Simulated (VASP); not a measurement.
Wanted: the native input for a VASP 6.6.1 run.

| Property | Result |
| --- | --- |
| Task | single point |
| Functional | RPBE |
| Potentials or basis | VASP PAW PBE potentials, release 64 (Ta_pv) |
| Cutoff | 520 eV |
| k mesh | 9 × 9 × 13 |
| Occupations | fermi-dirac, width 0.1 eV |
| Spin | no spin polarisation |
| Dipole correction | no |
| Further INCAR settings | ALGO = Normal; EDIFF = 1e-07; NBANDS = 24 |

The structure of Ta lies in POSCAR:

```
Ta
1.0
    4.8270638431      0.0000000000      0.0000000000
   -2.4135319215      4.1803599139      0.0000000000
    0.0000000000      0.0000000000      2.7103600897
Ta
3
Direct
    0.0000000000      1.0000000000      0.0000000000
    0.3333333333      0.6666666667      0.5000000000
    0.6666666667      0.3333333333      0.5000000000
```

This cell differs from its parent crystal: volume scaled by 0.96.

These files were run (other wordings do the same):

INCAR

```
PREC = Accurate ; ENCUT = 520
EDIFF = 1E-7 ; ISMEAR = -1
SIGMA = 0.1 ; LREAL = F
LASPH = T ; NELM = 60
ALGO = Normal ; ISIF = 2
LWAVE = F ; LCHARG = F
GGA = RP ; NBANDS = 24
```

KPOINTS

```
regular mesh
0
Gamma
  9 9 13
```

Potentials or basis: VASP PAW PBE potentials, release 64 (Ta_pv).

Launch:

```bash
$ cat potpaw_PBE.64/Ta_pv/POTCAR > POTCAR
$ mpirun -np 1 vasp_std > vasp.out
```

It gave:

The pressure is 7.9 GPa.

Caveat: the PAW data sets were made with another functional, which shifts forces and pressure a little.

Wall time 63 s on 1 thread of Intel Xeon 6975P-C (shared host), peak memory 0.22 GiB.
